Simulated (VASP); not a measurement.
# In2O3 (R-3c) in VASP: notebook

Runs on In2O3. Level: PBE. Tasks: single point.

Program: VASP 6.6.1. These are calculated values, not measurements. Logs are shortened: lines on timing, memory, paths and dates and some standing lists are left out, and cuts for length are marked.

## 1. The cell of the first run

Symmetry: R-3c, No. 167, trigonal system. The conventional cell has a = 5.487 Å, b = 5.487 Å, c = 14.220 Å, α = 90.00°, β = 90.00°, γ = 120.00°. Within 2.8 Å of In (site symmetry 3) lie 6 O at 2.11 to 2.24 Å. O (site symmetry 2) has 4 In at 2.11 to 2.24 Å and 4 O at 2.81 to 2.89 Å within 2.9 Å.

## 2. Single point, PBE (z stretched by -2 %, then relaxed in part)

INCAR

```
SYSTEM = In2O3
  PREC = Accurate
  ENCUT = 520
  EDIFF = 1E-6
  ISMEAR = -1
  SIGMA = 0.02
  LREAL = .False.
  LASPH = .True.
  NELM = 80
  ALGO = Normal
  ISIF = 2
  LWAVE = .False.
  LCHARG = .False.
  GGA = PE
  NBANDS = 55
```

KPOINTS

```
Automatic mesh
0
Gamma
  7 7 7
  0 0 0
```

POSCAR

```
In2O3
1.0
    2.7435000000      1.5839604635      4.7399333334
   -2.7435000000      1.5839604635      4.7399333334
    0.0000000000     -3.1679209270      4.7399333334
In O
4 6
Direct
    0.3591705368      0.3591705368      0.3591705368
    0.1408294632      0.1408294632      0.1408294632
    0.6408294632      0.6408294632      0.6408294632
    0.8591705368      0.8591705368      0.8591705368
    0.5452328204      0.9547671796      0.2500000000
    0.2500000000      0.5452328204      0.9547671796
    0.9547671796      0.2500000000      0.5452328204
    0.4547671796      0.0452328204      0.7500000000
    0.7500000000      0.4547671796      0.0452328204
    0.0452328204      0.7500000000      0.4547671796
```

Potentials or basis: VASP PAW PBE potentials, release 64 (In_d, O).

The run is started by

```
cat potpaw_PBE.64/In_d/POTCAR potpaw_PBE.64/O/POTCAR > POTCAR
mpirun -np 1 vasp_std > vasp.out
```

OUTCAR:

```text
SYSTEM = In2O3
   PREC = Accurate
   ENCUT = 520
   EDIFF = 1E-6
   ISMEAR = -1
   LREAL = .False.
   LASPH = .True.
   NELM = 80
   ISIF = 2
   GGA = PE

 ion  position               nearest neighbor table
   1  0.359  0.359  0.359-   9 2.11   8 2.11  10 2.11   7 2.24   6 2.24   5 2.24   2 3.10   3 3.25
                             3 3.25   3 3.25   2 3.57   2 3.57   2 3.57   4 3.96   4 3.96   4 3.96
   2  0.141  0.141  0.141-  10 2.11   8 2.11   9 2.11   7 2.24   6 2.24   5 2.24   1 3.10   4 3.25
                             4 3.25   4 3.25   1 3.57   1 3.57   1 3.57   3 3.96   3 3.96   3 3.96
   3  0.641  0.641  0.641-   6 2.11   5 2.11   7 2.11   9 2.24  10 2.24   8 2.24   4 3.10   1 3.25
                             1 3.25   1 3.25   4 3.57   4 3.57   4 3.57   2 3.96   2 3.96   2 3.96
   4  0.859  0.859  0.859-   7 2.11   5 2.11   6 2.11   9 2.24  10 2.24   8 2.24   3 3.10   2 3.25
                             2 3.25   2 3.25   3 3.57   3 3.57   3 3.57   1 3.96   1 3.96   1 3.96
   5  0.545  0.955  0.250-   3 2.11   4 2.11   1 2.24   2 2.24
   6  0.250  0.545  0.955-   3 2.11   4 2.11   1 2.24   2 2.24
   7  0.955  0.250  0.545-   4 2.11   3 2.11   1 2.24   2 2.24
   8  0.455  0.045  0.750-   1 2.11   2 2.11   3 2.24   4 2.24
   9  0.750  0.455  0.045-   1 2.11   2 2.11   3 2.24   4 2.24
  10  0.045  0.750  0.455-   2 2.11   1 2.11   3 2.24   4 2.24

  LATTYP: Found a trigonal (rhomboedric) cell.
 ALAT       =     5.7011131374
 COS(alpha) =     0.5368511334

  Lattice vectors:

 A1 = (   2.7435000000,   1.5839604635,   4.7399333334)
 A2 = (  -2.7435000000,   1.5839604635,   4.7399333334)
 A3 = (   0.0000000000,  -3.1679209270,   4.7399333334)

Analysis of symmetry for initial positions (statically):
=====================================================================
 Subroutine PRICEL returns:
 Original cell was already a primitive cell.

 Routine SETGRP: Setting up the symmetry group for a
 trigonal (rhombohedral) supercell.

 Subroutine GETGRP returns: Found 12 space group operations
 (whereof  6 operations were pure point group operations)
 out of a pool of 12 trial point group operations.

The static configuration has the point symmetry S_6 .
 The point group associated with its full space group is D_3d.

Analysis of symmetry for dynamics (positions and initial velocities):
=====================================================================
 Subroutine PRICEL returns:
 Original cell was already a primitive cell.

 Routine SETGRP: Setting up the symmetry group for a
 trigonal (rhombohedral) supercell.

 Subroutine GETGRP returns: Found 12 space group operations
 (whereof  6 operations were pure point group operations)
 out of a pool of 12 trial point group operations.

[... 129 lines left out ...]
   NUPDOWN=      -1.0000    fix difference up-down
   EMIN   =  10.00;   EMAX   =-10.00  energy-range for DOS
   EFERMI =   0.00;   METHOD = LEGACY
   ISMEAR =    -1;   SIGMA  =   0.02  broadening in eV -4-tet -1-fermi 0-gaus
   EFERMI_NEDOS =   21; number of points for ismear=-14 and -15
   IALGO  =     38    algorithm
   IMIX   =      4    mixing-type and parameters
     AMIX     =   0.40;   BMIX     =  1.00
     AMIX_MAG =   1.60;   BMIX_MAG =  1.00
  volume/ion in A,a.u.               =      12.36        83.40
  Fermi-wavevector in a.u.,A,eV,Ry     =   1.461879  2.762551 29.076882  2.137091
  Thomas-Fermi vector in A             =   2.578159
   LORBIT       =      0    0 simple, 1 ext, 2 COOP (PROOUT), +10 PAW based schemes
   GGA     = PE    functional components
   LHFCALC =     F    Hartree Fock is set to
   AEXX    =    0.0000 exact exchange contribution
   IVDW    =     0    specifies the selected vdW correction
   LEPSILON=     F    determine dielectric tensor
   LRPA    =     F    only Hartree local field effects (RPA)
 non-spin polarized calculation
  energy-cutoff  :      520.00
  volume of cell :      123.59
 maximum number of plane-waves:      3345
   NGX = 21   NGY = 21   NGZ = 21

 number of electron      88.0000004 magnetization

 Free energy of the ion-electron system (eV)
  ---------------------------------------------------
  ext. energy  EPLUGINS =         0.00000000
  ---------------------------------------------------
  free energy    TOTEN  =       -55.13251760 eV

  energy without entropy =      -55.13251760  energy(sigma->0) =      -55.13251760

 E-fermi :   6.4115     XC(G=0): -11.3552

 val. band max:        5.9019350711   @ k =   0.2857   0.0000  -0.0000
 cond. band min:       7.2670303932   @ k =   0.0000   0.0000   0.0000
 fundamental gap:      1.3650953221
 Fermi energy:         6.4115430944

 k-point     1 :       0.0000    0.0000    0.0000
  band No.  band energies     occupation
      1     -11.8852      2.00000
      2     -10.9408      2.00000
      3     -10.9408      2.00000
      4     -10.7337      2.00000
      5     -10.7337      2.00000
      6     -10.6115      2.00000
[... 1381 lines left out ...]
     54      16.5746      0.00000
     55      17.0231      0.00000

 [... further k-points ...]

------------------------ aborting loop because EDIFF is reached ----------------------------------------

  FORCE on cell =-STRESS in cart. coord.  units (eV):
  Direction    XX          YY          ZZ          XY          YZ          ZX
  --------------------------------------------------------------------------------------
  -------------------------------------------------------------------------------------
  Total        9.5337313      9.5337313      9.4245695     -0.0000000     -0.0000000     -0.0000000
  in kB      123.5949435    123.5949435    122.1797748     -0.0000000     -0.0000000     -0.0000000
  external PRESSURE =     123.1232206 kB  Pullay stress =       0.0000000 kB

 VOLUME and BASIS-vectors are now :
 -----------------------------------------------------------------------------
  energy-cutoff  :      520.00
  volume of cell :      123.59
      direct lattice vectors                 reciprocal lattice vectors
     2.743500000  1.583960463  4.739933333     0.182248952  0.105221482  0.070324477
    -2.743500000  1.583960463  4.739933333    -0.182248952  0.105221482  0.070324477
     0.000000000 -3.167920927  4.739933333     0.000000000 -0.210442963  0.070324477

 POSITION                                       TOTAL-FORCE (eV/Angst)
 -----------------------------------------------------------------------------------
      0.00000      0.00000      5.10733        -0.000000     -0.000000     -0.010232
      0.00000      0.00000      2.00257        -0.000000      0.000000      0.010232
      0.00000      0.00000      9.11247        -0.000000      0.000000      0.010232
      0.00000      0.00000     12.21723        -0.000000      0.000000     -0.010232
     -1.12356      1.58396      8.29488        -0.011956      0.000000     -0.000000
     -0.80997     -1.76501      8.29488         0.005978     -0.010354     -0.000000
      1.93353      0.18105      8.29488         0.005978      0.010354     -0.000000
      1.12356     -1.58396      5.92492         0.011956      0.000000      0.000000
      0.80997      1.76501      5.92492        -0.005978      0.010354     -0.000000
     -1.93353     -0.18105      5.92492        -0.005978     -0.010354     -0.000000
 -----------------------------------------------------------------------------------
    total drift:                                0.000000      0.000000     -0.000000

  FREE ENERGIE OF THE ION-ELECTRON SYSTEM (eV)
  ---------------------------------------------------
  free  energy   TOTEN  =       -55.1325176018 eV

  energy  without entropy=      -55.1325176018  energy(sigma->0) =      -55.13251760
```

OSZICAR:

```text
N       E                     dE             d eps       ncg     rms          rms(c)
DAV:   1     0.126614268827E+04    0.12661E+04   -0.41235E+04  5019   0.233E+03
DAV:   2     0.195139796109E+03   -0.10710E+04   -0.10194E+04  5045   0.644E+02
DAV:   3    -0.452621902083E+02   -0.24040E+03   -0.23325E+03  5342   0.271E+02
DAV:   4    -0.648801321463E+02   -0.19618E+02   -0.19437E+02  6520   0.839E+01
DAV:   5    -0.652929359273E+02   -0.41280E+00   -0.41203E+00  6184   0.128E+01    0.236E+01
DAV:   6    -0.550249614005E+02    0.10268E+02   -0.37041E+01  7426   0.632E+01    0.186E+01
DAV:   7    -0.551932240206E+02   -0.16826E+00   -0.36354E+00  5589   0.111E+01    0.447E+00
DAV:   8    -0.551466172949E+02    0.46607E-01   -0.26000E-01  7562   0.342E+00    0.257E+00
DAV:   9    -0.551333820428E+02    0.13235E-01   -0.61208E-02  7386   0.286E+00    0.443E-01
DAV:  10    -0.551318755747E+02    0.15065E-02   -0.15246E-02  6900   0.124E+00    0.985E-02
DAV:  11    -0.551325262996E+02   -0.65072E-03   -0.22309E-03  6784   0.297E-01    0.122E-01
DAV:  12    -0.551325155672E+02    0.10732E-04   -0.50633E-04  7153   0.192E-01    0.223E-02
DAV:  13    -0.551325165266E+02   -0.95937E-06   -0.32279E-05  7508   0.555E-02    0.643E-03
DAV:  14    -0.551325177160E+02   -0.11894E-05   -0.20689E-06  4353   0.100E-02    0.257E-03
DAV:  15    -0.551325176018E+02    0.11421E-06   -0.43165E-07  3484   0.661E-03
   1 F= -.55132518E+02 E0= -.55132518E+02  d E =-.590310E-12
```

Wall time 12 min (1 thread of Intel Xeon 8259CL, shared host); peak memory 0.39 GiB.

What came out:

```
Free energy            : -55.1325 eV
Pressure               : 12.3 GPa
Largest force          : 0.012 eV/Å
Band gap on the k mesh : 1.37 eV (least direct gap 1.42 eV)
```

Forces on the atoms (eV/Å):
```
In   0.000  0.000 -0.010
In   0.000  0.000  0.010
In   0.000  0.000  0.010
In   0.000  0.000 -0.010
O   -0.012  0.000  0.000
O    0.006 -0.010  0.000
O    0.006  0.010  0.000
O    0.012  0.000  0.000
O   -0.006  0.010  0.000
O   -0.006 -0.010  0.000
```

Levels at points of the mesh, in eV from the valence-band top:
```tsv
k point	band 40	band 41	band 42	band 43	band 44	band 45	band 46	band 47	band 48	band 49
(0.00, 0.00, 0.00)	-0.39	-0.28	-0.28	-0.06	-0.06	1.37	5.54	6.46	7.20	9.52
```

Caveat: the cell differs from its parent crystal (z stretched by -2 %, then relaxed in part); the cell stands under pressure; spin-orbit coupling is left out, which moves the levels of the heavy elements; an odd mesh through Γ misses points on the zone boundary, where band edges can lie.

[end of part 1 of 2]
